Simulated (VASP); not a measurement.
# Al32H (a cell with a defect) in VASP: further runs, part 2 of 2

VASP 6.6.1. Earlier steps stand in the parts before.

## 3. Single point, LDA

Contents of INCAR:

```
  PREC = Accurate
  ENCUT = 520
  EDIFF = 1E-6
  ISMEAR = 0
  SIGMA = 0.15
  LREAL = Auto
  LASPH = T
  NELM = 60
  ALGO = Normal
  ISIF = 2
  LWAVE = F
  LCHARG = F
  GGA = CA
  NBANDS = 70
```

Contents of KPOINTS:

```
Automatic mesh
0
Gamma
  3 3 3
```

Contents of POSCAR:

```
Al32H
1.0
    8.1000000000      0.0000000000      0.0000000000
    0.0000000000      8.1000000000      0.0000000000
    0.0000000000      0.0000000000      8.1000000000
Al H
32 1
Direct
    0.4977375309     -0.0025800000      0.0007761728
    0.7478253086      0.2473398765     -0.0009191358
    0.7472725926      0.0005274074      0.2503432099
   -0.0033823457     -0.0034283951     -0.0000971605
    0.2471466667      0.2470993827     -0.0004297531
    0.4961514815      0.4961103704     -0.0008082716
    0.7487255556      0.7486945679     -0.0105870370
    0.2457837037     -0.0008982716      0.2503064198
    0.4960204938      0.2473728395      0.2508420988
    0.7488250617      0.4864475309      0.2518724691
    0.4968208642     -0.0033577778      0.4996977778
    0.7472872840      0.2456985185      0.5021808642
    0.7472681481     -0.0009086420      0.7488179012
   -0.0025288889      0.4976885185      0.0007772840
    0.2473822222      0.7477814815     -0.0009179012
   -0.0008334568      0.2457308642      0.2503103704
    0.2474237037      0.4959855556      0.2508446914
    0.4865430864      0.7487779012      0.2518562963
   -0.0027001235     -0.0027574074      0.5003311111
    0.2474420988      0.2473932099      0.5014550617
    0.4977866667      0.4977355556      0.5004239506
    0.7472541975      0.7472087654      0.5036693827
    0.2474069136     -0.0016248148      0.7504628395
    0.4965658025      0.2471255556      0.7501751852
    0.7478272840      0.4959117284      0.7504301235
    0.0005582716      0.7472233333      0.2503397531
   -0.0033090123      0.4967762963      0.4997016049
    0.2457548148      0.7472353086      0.5021648148
   -0.0015797531      0.2473592593      0.7504643210
    0.2471720988      0.4965170370      0.7501746914
    0.4959476543      0.7477818519      0.7504196296
   -0.0008595062      0.7472214815      0.7488201235
    0.7180866667      0.7179469136      0.2206327160
```

Potentials or basis: VASP PAW LDA potentials, release 64 (Al, H).

Command:

```
> cat potpaw_LDA.64/Al/POTCAR potpaw_LDA.64/H/POTCAR > POTCAR
> mpirun -np 1 vasp_std > vasp.out
```

OUTCAR:

```text
PREC = Accurate
   ENCUT = 520
   EDIFF = 1E-6
   ISMEAR = 0
   LREAL = Auto
   LASPH = T
   NELM = 60
   ISIF = 2
   GGA = CA

 ion  position               nearest neighbor table
   1  0.498  0.997  0.001-   3 2.86   7 2.86  18 2.86  15 2.86  31 2.86   2 2.86   9 2.86   5 2.87
                            24 2.87  23 2.87   8 2.87  13 2.87
   2  0.748  0.247  0.999-  10 2.82  25 2.85   3 2.85  13 2.86  29 2.86   4 2.86  14 2.86   1 2.86
                            24 2.86   6 2.87  16 2.88   9 2.88
   3  0.747  0.001  0.250-  12 2.85  16 2.85   2 2.85   9 2.85   1 2.86   4 2.86  11 2.86  19 2.86
                            26 2.90  22 2.90  18 2.94   7 2.94
   4  0.997  0.997  1.000-   7 2.84  15 2.86   2 2.86  16 2.86   8 2.86  26 2.86   3 2.86  29 2.87
                            23 2.87  32 2.87  13 2.87   5 2.87
   5  0.247  0.247  1.000-  23 2.85  29 2.85   6 2.85  16 2.86   8 2.86  30 2.86  24 2.86   9 2.86
                            17 2.86  14 2.87   1 2.87   4 2.87
   6  0.496  0.496  0.999-  30 2.85  24 2.85   5 2.85  17 2.87   9 2.87  25 2.87  15 2.87  31 2.87
                             2 2.87   7 2.89  18 2.90  10 2.90
   7  0.749  0.749  0.989-  33 1.91  13 2.81  32 2.81  25 2.82  31 2.82   4 2.84   1 2.86  14 2.86
                             6 2.89  26 2.94   3 2.94  18 3.00  10 3.01
   8  0.246  0.999  0.250-  18 2.81  16 2.83  26 2.85   9 2.86  19 2.86   5 2.86  20 2.86   4 2.86
                            11 2.87   1 2.87  15 2.88  28 2.89
   9  0.496  0.247  0.251-  10 2.82  17 2.85   3 2.85   8 2.86  20 2.86  11 2.86  21 2.86   1 2.86
[... 32 lines left out ...]
                            24 2.86   6 2.87  32 2.88  31 2.89
  26  0.001  0.747  0.250-  28 2.85   8 2.85  15 2.85  17 2.85  14 2.86   4 2.86  27 2.86  19 2.86
                             3 2.90  22 2.90  10 2.94   7 2.94
  27  0.997  0.497  0.500-  10 2.84  28 2.86  32 2.86  17 2.86  25 2.86  26 2.86  22 2.86  20 2.86
                            29 2.86  16 2.87  12 2.87  30 2.87
  28  0.246  0.747  0.502-  18 2.81  32 2.83  26 2.85  31 2.85  19 2.86  30 2.86  23 2.86  27 2.86
                            11 2.87  21 2.87  17 2.88   8 2.89
  29  0.998  0.247  0.750-   5 2.85  30 2.85  23 2.85  20 2.85  25 2.86   2 2.86  12 2.86  13 2.86
                            27 2.86   4 2.87  19 2.87  14 2.87
  30  0.247  0.497  0.750-  20 2.85  29 2.85   6 2.85  28 2.86  32 2.86  24 2.86   5 2.86  31 2.86
                            15 2.86  14 2.87  21 2.87  27 2.87
  31  0.496  0.748  0.750-   7 2.82  15 2.85  22 2.85  28 2.85  23 2.86  11 2.86   1 2.86  30 2.86
                            21 2.86   6 2.87  13 2.88  25 2.89
  32  0.999  0.747  0.749-   7 2.81  28 2.83  22 2.85  15 2.86  19 2.86  30 2.86  23 2.86  27 2.86
                             4 2.87  14 2.87  25 2.88  13 2.89
  33  0.718  0.718  0.221-   7 1.91  10 1.91  18 1.91

  LATTYP: Found a simple cubic cell.
 ALAT       =     8.1000000000

  Lattice vectors:

 A1 = (   8.1000000000,   0.0000000000,   0.0000000000)
 A2 = (   0.0000000000,   8.1000000000,   0.0000000000)
 A3 = (   0.0000000000,   0.0000000000,   8.1000000000)

Analysis of symmetry for initial positions (statically):
=====================================================================
 Subroutine PRICEL returns:
 Original cell was already a primitive cell.

 Routine SETGRP: Setting up the symmetry group for a
 simple cubic supercell.

 Subroutine GETGRP returns: Found  1 space group operations
 (whereof  1 operations were pure point group operations)
 out of a pool of 48 trial point group operations.

The static configuration has the point symmetry C_1 .

Analysis of symmetry for dynamics (positions and initial velocities):
=====================================================================
 Subroutine PRICEL returns:
 Original cell was already a primitive cell.
[... 145 lines left out ...]
   dimension x,y,z NGXF=   120 NGYF=  120 NGZF=  120
   ions per type =              32   1
   NGX,Y,Z   is equivalent  to a cutoff of  12.31, 12.31, 12.31 a.u.
   NGXF,Y,Z  is equivalent  to a cutoff of  24.63, 24.63, 24.63 a.u.
 SYSTEM =  unknown system
   PREC   = accura    normal or accurate (medium, high low for compatibility)
   ISTART =      0    job   : 0-new  1-cont  2-samecut
   ICHARG =      2    charge: 1-file 2-atom 10-const
   ISPIN  =      1    spin polarized calculation?
   LNONCOLLINEAR =      F non collinear calculations
   LSORBIT =      F    spin-orbit coupling
   LASPH  =      T    aspherical Exc in radial PAW
   ENCUT  =  520.0 eV  38.22 Ry    6.18 a.u.  15.06 15.06 15.06*2*pi/ulx,y,z
   NELM   =     60;   NELMIN=  2; NELMDL= -5     # of ELM steps
   EDIFF  = 0.1E-05   stopping-criterion for ELM
   LREAL  =      T    real-space projection
   EDIFFG = 0.1E-04   stopping-criterion for IOM
   NSW    =      0    number of steps for IOM
   IBRION =     -1    ionic relax: 0-MD 1-quasi-New 2-CG
   NFREE  =      0    steps in history (QN), initial steepest desc. (CG)
   ISIF   =      2    stress and relaxation
   ISYM   =      2    0-nonsym 1-usesym 2-fastsym
   POTIM  = 0.5000    time-step for ionic-motion
   TEBEG  =    0.0;   TEEND  =   0.0 temperature during run
   PSTRESS=    0.0 pullay stress
   NELECT =      97.0000    total number of electrons
   NUPDOWN=      -1.0000    fix difference up-down
   EMIN   =  10.00;   EMAX   =-10.00  energy-range for DOS
   EFERMI =   0.00;   METHOD = LEGACY
   ISMEAR =     0;   SIGMA  =   0.15  broadening in eV -4-tet -1-fermi 0-gaus
   EFERMI_NEDOS =   21; number of points for ismear=-14 and -15
   IALGO  =     38    algorithm
   IMIX   =      4    mixing-type and parameters
     AMIX     =   0.40;   BMIX     =  1.00
     AMIX_MAG =   1.60;   BMIX_MAG =  1.00
  volume/ion in A,a.u.               =      16.10       108.68
  Fermi-wavevector in a.u.,A,eV,Ry     =   0.928639  1.754874 11.733269  0.862371
  Thomas-Fermi vector in A             =   2.054837
   LORBIT       =      0    0 simple, 1 ext, 2 COOP (PROOUT), +10 PAW based schemes
   GGA     = CA    functional components
   LHFCALC =     F    Hartree Fock is set to
   AEXX    =    0.0000 exact exchange contribution
   IVDW    =     0    specifies the selected vdW correction
   LEPSILON=     F    determine dielectric tensor
   LRPA    =     F    only Hartree local field effects (RPA)
 non-spin polarized calculation
 Gauss-broadening in eV      SIGMA  =   0.15
  energy-cutoff  :      520.00
  volume of cell :      531.44
 maximum number of plane-waves:     14358
   NGX = 31   NGY = 31   NGZ = 31

 number of electron      97.0000000 magnetization

 Free energy of the ion-electron system (eV)
  ---------------------------------------------------
  ext. energy  EPLUGINS =         0.00000000
  ---------------------------------------------------
  free energy    TOTEN  =      -137.57657007 eV

  energy without entropy =     -137.50677290  energy(sigma->0) =     -137.54167149

 E-fermi :   7.6533     XC(G=0): -10.3429

 val. band max:        7.5141481839   @ k =  -0.3333  -0.3333   0.3333
 cond. band min:       7.7419068100   @ k =   0.3333   0.0000   0.0000
 fundamental gap:      0.2277586260
 Fermi energy:         7.6533237201

 k-point     1 :       0.0000    0.0000    0.0000
  band No.  band energies     occupation
      1      -3.4448      2.00000
      2      -1.7740      2.00000
      3      -1.1145      2.00000
      4      -1.1144      2.00000
      5      -1.0771      2.00000
      6      -1.0762      2.00000
[... 871 lines left out ...]
     59       9.5471      0.00000
     60       9.5502      0.00000
 [bands above 60 left out]

------------------------ aborting loop because EDIFF is reached ----------------------------------------

  FORCE on cell =-STRESS in cart. coord.  units (eV):
  Direction    XX          YY          ZZ          XY          YZ          ZX
  --------------------------------------------------------------------------------------
  -------------------------------------------------------------------------------------
  Total       -9.9635283     -9.9603787     -9.9369264     -0.1064202     -0.1232030     -0.1230639
  in kB      -30.0378389    -30.0283435    -29.9576400     -0.3208333     -0.3714297     -0.3710104
  external PRESSURE =     -30.0079408 kB  Pullay stress =       0.0000000 kB

 VOLUME and BASIS-vectors are now :
 -----------------------------------------------------------------------------
  energy-cutoff  :      520.00
  volume of cell :      531.44
      direct lattice vectors                 reciprocal lattice vectors
     8.100000000  0.000000000  0.000000000     0.123456790  0.000000000  0.000000000
     0.000000000  8.100000000  0.000000000     0.000000000  0.123456790  0.000000000
     0.000000000  0.000000000  8.100000000     0.000000000  0.000000000  0.123456790

 POSITION                                       TOTAL-FORCE (eV/Angst)
 -----------------------------------------------------------------------------------
      4.03167      8.07910      0.00629        -0.001890     -0.003013     -0.002583
      6.05738      2.00345      8.09256        -0.001758     -0.002494     -0.001569
      6.05291      0.00427      2.02778         0.000623      0.000279     -0.001310
      8.07260      8.07223      8.09921        -0.002234     -0.002295      0.000092
      2.00189      2.00150      8.09652        -0.000718     -0.001145     -0.001276
      4.01883      4.01849      8.09345         0.002077      0.001634      0.003805
[... 25 lines left out ...]
      8.09304      6.05249      6.06544        -0.003969     -0.000609      0.001922
      5.81650      5.81537      1.78712         0.053528      0.053875      0.058400
 -----------------------------------------------------------------------------------
    total drift:                                0.037229      0.038113     -0.005487

  FREE ENERGIE OF THE ION-ELECTRON SYSTEM (eV)
  ---------------------------------------------------
  free  energy   TOTEN  =      -137.5765700699 eV

  energy  without entropy=     -137.5067729032  energy(sigma->0) =     -137.54167149
```

Wall time 8.1 min (1 thread of Intel Xeon Platinum 8259CL at 2.50GHz (Skylake/Cascade Lake), shared host); peak memory 0.56 GiB.

What came out:

| Quantity | Value |
| --- | --- |
| Free energy | -137.5766 eV |
| Pressure | -3.0 GPa |
| Largest force | 0.096 eV/Å |
| Band gap on the k mesh | zero (an odd number of electrons rules out a gap without spin polarisation) |

Forces on the atoms (eV/Å):
```
Al  -0.002 -0.003 -0.003
Al  -0.002 -0.002 -0.002
Al   0.001  0.000 -0.001
Al  -0.002 -0.002  0.000
Al  -0.001 -0.001 -0.001
Al   0.002  0.002  0.004
Al  -0.009 -0.009  0.008
Al   0.003 -0.005 -0.001
Al  -0.003 -0.004 -0.002
Al  -0.010  0.007 -0.012
Al   0.000 -0.003 -0.002
Al  -0.001  0.001 -0.005
Al  -0.001 -0.004  0.002
Al  -0.003 -0.002 -0.003
Al  -0.003 -0.002 -0.002
Al  -0.004  0.002 -0.001
Al  -0.004 -0.003 -0.002
Al   0.007 -0.010 -0.011
Al  -0.002 -0.002 -0.002
Al  -0.001 -0.001 -0.003
Al  -0.002 -0.002 -0.002
Al   0.000  0.000  0.002
Al  -0.001 -0.003 -0.002
Al  -0.001 -0.001 -0.001
Al  -0.003 -0.001 -0.003
Al   0.000  0.001 -0.001
Al  -0.003  0.000 -0.002
Al   0.000 -0.001 -0.005
Al  -0.003 -0.002 -0.003
Al  -0.001 -0.001  0.000
Al  -0.001 -0.003 -0.003
Al  -0.004 -0.001  0.002
H    0.054  0.054  0.058
```

Levels at points of the mesh, in eV from the Fermi level:
```
           k point  band 45  band 46  band 47  band 48  band 49  band 50  band 51  band 52
(0.00, 0.00, 0.00)    -0.70    -0.41     0.26     0.26     0.32     0.33     0.33     0.99
```

The gap in the log of VASP goes by the Fermi energy; the results here count the filled bands.